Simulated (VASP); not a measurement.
# C (a cell with a defect) in VASP: notebook, part 2 of 2

VASP 6.6.1. The steps go on from the part before.

### Step 6. Single point, PBE

Input file INCAR:

```
PREC = Accurate
ENCUT = 520
EDIFF = 1E-6
ISMEAR = 0
SIGMA = 0.05
LREAL = Auto
LASPH = True
NELM = 80
ALGO = Normal
ISIF = 2
LWAVE = False
LCHARG = False
GGA = PE
NBANDS = 43
```

Input file KPOINTS:

```
Automatic mesh
0
Gamma
  6 6 6
```

Input file POSCAR:

```
C
1.0
    3.5715485858      0.0000000000     -3.5715485858
    0.0000000000      3.5715485858     -3.5715485858
    3.5715485858      3.5715485858      0.0000000000
C
15
Direct
    0.2500000000      0.2500000000      0.2500000000
    0.2500000000      0.7500000000      0.7500000000
    0.2500000000      0.7500000000      0.2500000000
    0.7500000000      0.2500000000      0.7500000000
    0.7500000000      0.2500000000      0.2500000000
    0.7500000000      0.7500000000      0.7500000000
    0.7500000000      0.7500000000      0.2500000000
    0.1250000000      0.1250000000      0.1250000000
    0.1250000000      0.1250000000      0.6250000000
    0.1250000000      0.6250000000      0.1250000000
   -0.0037779523      0.5312500000      0.7362639761
    0.6250000000      0.1250000000      0.1250000000
    0.6250000000      0.1250000000      0.6250000000
    0.6250000000      0.6250000000      0.1250000000
    0.6250000000      0.6250000000      0.6250000000
```

Potentials or basis: VASP PAW PBE potentials, release 64 (C).

Started as:

```
$ cat potpaw_PBE.64/C/POTCAR > POTCAR
$ mpirun -np 1 vasp_std > vasp.out
```

OUTCAR:

```text
PREC = Accurate
   ENCUT = 520
   EDIFF = 1E-6
   ISMEAR = 0
   LREAL = Auto
   LASPH = True
   NELM = 80
   ISIF = 2
   GGA = PE

 ion  position               nearest neighbor table
   1  0.250  0.250  0.250-   8 1.55   9 1.55  10 1.55  12 1.55
   2  0.250  0.750  0.750-   9 1.55  10 1.55  15 1.55
   3  0.250  0.750  0.250-   8 1.55  10 1.55  14 1.55
   4  0.750  0.250  0.750-   9 1.55  12 1.55  13 1.55  15 1.55
   5  0.750  0.250  0.250-   8 1.55  12 1.55  13 1.55  14 1.55
[... 1324 lines left out ...]
  energy-cutoff  :      520.00
  volume of cell :       91.12
      direct lattice vectors                 reciprocal lattice vectors
     3.571548586  0.000000000 -3.571548586     0.139995296 -0.139995296 -0.139995296
     0.000000000  3.571548586 -3.571548586    -0.139995296  0.139995296 -0.139995296
     3.571548586  3.571548586  0.000000000     0.139995296  0.139995296  0.139995296

 POSITION                                       TOTAL-FORCE (eV/Angst)
 -----------------------------------------------------------------------------------
      1.78577      1.78577     -1.78577        -0.175304      0.175304     -0.550756
      3.57155      5.35732     -3.57155         1.481970      2.185594     -0.841787
      1.78577      3.57155     -3.57155        -2.185594     -1.481970     -0.841787
      5.35732      3.57155     -3.57155        -0.557325      0.034395      1.081395
      3.57155      1.78577     -3.57155        -0.034395      0.557325      1.081395
      5.35732      5.35732     -5.35732       -12.530970     12.530970      3.387229
      3.57155      3.57155     -5.35732         0.103784     -0.103784     -0.572082
      0.89289      0.89289     -0.89289         2.134591      2.011300      1.934289
      2.67866      2.67866     -0.89289        -2.011300     -2.134591      1.934289
      0.89289      2.67866     -2.67866         0.120243     -0.120243     -0.210356
      6.18766      4.52699     -5.45544        14.029900    -14.029900    -10.353715
      2.67866      0.89289     -2.67866        -0.016060      0.016060     -0.051175
      4.46444      2.67866     -2.67866         1.869876     -1.869876     -1.616792
      2.67866      2.67866     -4.46444         0.761781      2.991195      2.809927
      4.46444      4.46444     -4.46444        -2.991195     -0.761781      2.809927
 -----------------------------------------------------------------------------------
    total drift:                               -0.004729      0.004729      0.000913

  FREE ENERGIE OF THE ION-ELECTRON SYSTEM (eV)
  ---------------------------------------------------
  free  energy   TOTEN  =      -122.7286939812 eV

  energy  without entropy=     -122.7250810089  energy(sigma->0) =     -122.72688750
```

OSZICAR:

```text
N       E                     dE             d eps       ncg     rms          rms(c)
DAV:   1     0.177780856622E+03    0.17778E+03   -0.31963E+04  5848   0.136E+03
DAV:   2    -0.113148318060E+03   -0.29093E+03   -0.27704E+03  7224   0.265E+02
DAV:   3    -0.127203027971E+03   -0.14055E+02   -0.13865E+02  7576   0.545E+01
DAV:   4    -0.127412297968E+03   -0.20927E+00   -0.20861E+00  7600   0.693E+00
DAV:   5    -0.127416694662E+03   -0.43967E-02   -0.43934E-02  7626   0.971E-01    0.153E+01
DAV:   6    -0.123739386793E+03    0.36773E+01   -0.37069E+00  6928   0.941E+00    0.891E+00
DAV:   7    -0.122744455830E+03    0.99493E+00   -0.30759E+00  7056   0.806E+00    0.300E+00
DAV:   8    -0.122727372147E+03    0.17084E-01   -0.24546E-01  7384   0.221E+00    0.155E+00
DAV:   9    -0.122728551063E+03   -0.11789E-02   -0.43065E-02  7120   0.100E+00    0.485E-01
DAV:  10    -0.122728553907E+03   -0.28440E-05   -0.75477E-03  7240   0.397E-01    0.209E-01
DAV:  11    -0.122728641837E+03   -0.87930E-04   -0.16964E-03  7208   0.205E-01    0.542E-02
DAV:  12    -0.122728675298E+03   -0.33461E-04   -0.22791E-04  7192   0.790E-02    0.233E-02
DAV:  13    -0.122728688984E+03   -0.13686E-04   -0.33782E-05  7328   0.291E-02    0.146E-02
DAV:  14    -0.122728693653E+03   -0.46691E-05   -0.74090E-06  7008   0.146E-02    0.321E-03
DAV:  15    -0.122728693981E+03   -0.32844E-06   -0.96035E-07  4016   0.552E-03
   1 F= -.12272869E+03 E0= -.12272689E+03  d E =-.361297E-02
```

Run time: 10 min. Hardware: 1 thread of Intel Xeon Platinum 8259CL at 2.50GHz (Skylake/Cascade Lake), shared host; peak memory 0.32 GiB.

Results:

```
Free energy            : -122.7287 eV
Pressure               : 11.1 GPa
Largest force          : 22.380 eV/Å
Band gap on the k mesh : zero (bands 30 and 31 overlap by 0.79 eV)
```

Forces on the atoms (eV/Å):
```
C    -0.175   0.175  -0.551
C     1.482   2.186  -0.842
C    -2.186  -1.482  -0.842
C    -0.557   0.034   1.081
C    -0.034   0.557   1.081
C   -12.531  12.531   3.387
C     0.104  -0.104  -0.572
C     2.135   2.011   1.934
C    -2.011  -2.135   1.934
C     0.120  -0.120  -0.210
C    14.030 -14.030 -10.354
C    -0.016   0.016  -0.051
C     1.870  -1.870  -1.617
C     0.762   2.991   2.810
C    -2.991  -0.762   2.810
```

Stress tensor (GPa, compression positive):
```
 19.88  -9.06 -13.79
 -9.06  19.88  13.79
-13.79  13.79  -6.40
```

Levels at points of the mesh, in eV from the Fermi level:
```tsv
k point	band 27	band 28	band 29	band 30	band 31	band 32	band 33	band 34
(0.00, 0.00, 0.00)	-1.52	-1.41	-0.57	0.51	1.09	1.53	3.29	3.59
(0.50, 0.00, 0.00)	-2.75	-2.55	-1.96	-1.91	1.50	2.36	3.59	3.93
(0.00, 0.50, 0.00)	-3.62	-1.56	-0.87	0.15	0.82	1.20	2.96	3.85
(0.00, 0.00, 0.50)	-2.75	-2.24	-2.16	-1.28	0.25	1.55	2.79	4.54
(0.50, 0.50, 0.00)	-3.53	-2.79	-1.13	-0.77	-0.02	0.09	3.38	4.29
(0.00, 0.50, 0.50)	-3.86	-3.43	-1.78	-0.74	0.27	1.94	2.75	3.48
```

Caveat: the cell differs from its parent crystal (atoms taken out, atom 11 moved 0.250 of the way to it and +0.700 Å across, host rigid).

### Step 7. Single point, PBE

Input file INCAR:

```
SYSTEM = C
  PREC = Accurate
  ENCUT = 520
  EDIFF = 1E-6
  ISMEAR = 0
  SIGMA = 0.05
  LREAL = Auto
  LASPH = .TRUE.
  NELM = 100
  ALGO = Normal
  ISIF = 2
  LWAVE = .FALSE.
  LCHARG = .TRUE.
  GGA = PE
  LELF = .TRUE.
  LVHAR = .TRUE.
  NBANDS = 43
```

Input file KPOINTS:

```
regular mesh
0
G
  6 6 6
  0 0 0
```

Edit POSCAR of step 6 so:

```diff
@@ -18,3 +18,3 @@
     0.1250000000      0.6250000000      0.1250000000
-   -0.0037779523      0.5312500000      0.7362639761
+   -0.0106459642      0.6718750000      0.6693854821
     0.6250000000      0.1250000000      0.1250000000
```

Started as:

```
$ cat potpaw_PBE.64/C/POTCAR > POTCAR
$ mpirun -np 1 vasp_std > vasp.out
```

It took 12 min on 1 thread of Intel Xeon Platinum 8259CL at 2.50GHz (Skylake/Cascade Lake), shared host; peak memory 0.32 GiB.

The run converged. Its results:

```yaml
Free_energy: -119.2364 eV
Pressure: 30.7 GPa
Largest_force: 67.396 eV/Å
Band_gap_on_the_k_mesh: zero (bands 30 and 31 overlap by 1.30 eV)
```

Forces on the atoms (eV/Å):
```
C    -0.077   0.077  -0.610
C    -0.708   2.470   1.037
C    -2.470   0.708   1.037
C     0.446   0.341  -0.120
C    -0.341  -0.446  -0.120
C   -32.948  32.948  35.235
C     0.096  -0.096  -0.389
C     1.809   1.191   1.669
C    -1.191  -1.809   1.669
C     0.188  -0.188  -0.462
C    37.017 -37.017 -42.447
C    -0.123   0.123   0.069
C    -0.212   0.212  -1.950
C     1.240   2.725   2.691
C    -2.725  -1.240   2.691
```

Stress tensor (GPa, compression positive):
```
 34.13 -32.96 -31.74
-32.96  34.13  31.74
-31.74  31.74  23.96
```

Levels at points of the mesh, in eV from the Fermi level:
| k point | band 26 | band 27 | band 28 | band 29 | band 30 | band 31 | band 32 | band 33 | band 34 | band 35 |
| --- | --- | --- | --- | --- | --- | --- | --- | --- | --- | --- |
| (0.00, 0.00, 0.00) | -2.96 | -2.50 | -2.14 | -1.35 | 0.99 | 1.09 | 1.43 | 2.83 | 3.45 | 3.91 |
| (0.50, 0.00, 0.00) | -3.99 | -3.56 | -3.53 | -3.03 | -2.35 | 1.28 | 1.30 | 4.52 | 4.60 | 4.87 |
| (0.00, 0.50, 0.00) | -4.48 | -4.05 | -3.90 | -1.20 | -1.08 | 0.69 | 1.30 | 2.85 | 3.42 | 5.08 |
| (0.00, 0.00, 0.50) | -4.42 | -3.67 | -2.78 | -2.77 | -1.76 | 0.50 | 1.26 | 2.67 | 4.67 | 5.06 |
| (0.50, 0.50, 0.00) | -4.70 | -4.14 | -2.93 | -2.58 | -1.67 | 0.04 | 0.68 | 3.78 | 4.03 | 5.77 |
| (0.00, 0.50, 0.50) | -4.62 | -4.41 | -3.97 | -2.56 | -1.77 | 0.01 | 1.26 | 2.01 | 4.09 | 5.30 |

Caveat: the cell differs from its parent crystal (atoms taken out, atom 11 moved -0.125 of the way to it and +0.525 Å across, host rigid); atoms lie so close that the PAW spheres overlap strongly, which falsifies energies and pressures.

### Step 8. The runs side by side

```csv
cell,gap on the mesh (eV),pressure (GPa),largest force (eV/Å)
"as given, atomic positions A",none,-1.0,6.30
"as given, atomic positions B",none,-6.6,6.21
"as given, atomic positions C",none,-9.9,4.45
"as given, atomic positions D",none,-8.7,4.15
"as given, atomic positions E",none,11.1,22.38
"as given, atomic positions F",none,30.7,67.40
```

Alike in all rows: task single point; level PBE; potentials or basis VASP PAW PBE potentials, release 64 (C); no spin polarisation; k mesh 6 × 6 × 6; cutoff (eV) 520; smearing gaussian 0.05 eV.

Caveats: atoms lie so close that the PAW spheres overlap strongly, which falsifies energies and pressures (at least some runs).

Absolute energies hang on the potentials; compare differences alone.
